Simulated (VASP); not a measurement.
A run of VASP 6.6.1 is set up as follows.

File POSCAR:

```
BN
1.0
    2.4788032709      0.0000000000      0.0000000000
   -1.2394016355      2.1467066036      0.0000000000
    0.0000000000      0.0000000000      5.6856437334
B N
2 2
Direct
    0.3333333333      0.6666666667      0.2500000000
    0.6666666667      0.3333333333      0.7500000000
    0.3333333333      0.6666666667      0.7500000000
    0.6666666667      0.3333333333      0.2500000000
```

Contents of INCAR.step1:

```
PREC = Accurate
ENCUT = 520
ISMEAR = 0
SIGMA = 0.02
LREAL = F
LASPH = T
NELM = 100
NBANDS = 16
GGA = PE
ALGO = Normal
EDIFF = 1E-4
LWAVE = T
LCHARG = F
```

Contents of INCAR.step2:

```
PREC = Accurate
ENCUT = 520
EDIFF = 1E-6
ISMEAR = 0
SIGMA = 0.02
LREAL = F
LASPH = T
NELM = 100
ALGO = Normal
ISIF = 2
LWAVE = F
LCHARG = F
METAGGA = R2SCAN
LMIXTAU = T
NBANDS = 16
ISTART = 1
```

KPOINTS

```
Automatic mesh
0
Gamma
  12 12 4
```

Potentials or basis: VASP PAW PBE potentials, release 64 (B, N).

Command:

```sh
$ cat potpaw_PBE.64/B/POTCAR potpaw_PBE.64/N/POTCAR > POTCAR
$ cp INCAR.step1 INCAR
$ mpirun -np 1 vasp_std > vasp.out
$ cp INCAR.step2 INCAR
$ mpirun -np 1 vasp_std > vasp.out
```

Problem. Predict the band gap on the k mesh.

Solution. 4.76 eV, indirect (least direct gap 5.01 eV).

Problem. What does it give for the pressure?

Solution. 13.0 GPa.

Stress tensor (GPa, compression positive):
```
13.40  0.00  0.00
 0.00 13.40  0.00
 0.00  0.00 12.12
```

Caveat: the PAW data sets were made with another functional, which shifts forces and pressure a little. r2SCAN opens gaps a little over a GGA but as a rule still falls short of measured ones.
